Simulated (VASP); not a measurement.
Wanted: the native input for a VASP 6.6.1 run.

```yaml
Task: single point
Functional: PBE
Potentials_or_basis: VASP PAW PBE potentials, release 64 (Ga_d, Sb)
Cutoff: 520 eV
k_mesh: 24 × 24 × 24
Occupations: gaussian, width 0.15 eV
Spin: no spin polarisation
Dipole_correction: no
Further_INCAR_settings: ALGO = Fast; EDIFF = 1e-06; NBANDS = 16
```

The structure of GaSb lies in POSCAR:

```
GaSb
1.0
   -2.6792475960      2.6792475960      1.6848090648
    2.6792475960     -2.6792475960      1.6848090648
    2.6792475960      2.6792475960     -1.6848090648
Ga Sb
1 1
Direct
    0.2500000000      0.7500000000      0.5000000000
    0.0000000000      0.0000000000      0.0000000000
```

This cell differs from its parent crystal: ratio of the length along z to the lengths across it x 1.1, volume and fractional coordinates fixed.

These files were run (other wordings do the same):

INCAR

```
SYSTEM = GaSb
PREC     = Accurate       ! precision mode
ENCUT    = 520            ! plane-wave cutoff, eV
EDIFF    = 1E-6           ! SCF threshold, eV
ISMEAR   = 0              ! smearing method
SIGMA    = 0.15           ! smearing width, eV
LREAL    = .False.        ! projectors in reciprocal space
LASPH    = .True.         ! aspherical terms in the spheres
NELM     = 100            ! most SCF steps
ALGO     = Fast           ! electronic algorithm
ISIF     = 2              ! what is computed and relaxed
LWAVE    = .False.        ! write WAVECAR
LCHARG   = .False.        ! write CHGCAR
GGA      = PE             ! functional
NBANDS   = 16             ! bands
```

KPOINTS

```
regular mesh
0
Gamma
  24 24 24
  0 0 0
```

Potentials or basis: VASP PAW PBE potentials, release 64 (Ga_d, Sb).

Command:

```bash
$ cat potpaw_PBE.64/Ga_d/POTCAR potpaw_PBE.64/Sb/POTCAR > POTCAR
$ mpirun -np 1 vasp_std > vasp.out
```

It gave:

```json
{
 "Pressure": "0.8 GPa",
 "Band gap on the k mesh": "zero (bands 9 and 10 overlap by 4.97 eV)"
}
```

Caveat: spin-orbit coupling is left out, which moves the levels of the heavy elements.

It took 24 min on 1 thread of Oxide Virtual Turin-like Processor, on a shared host, peak memory 0.86 GiB.
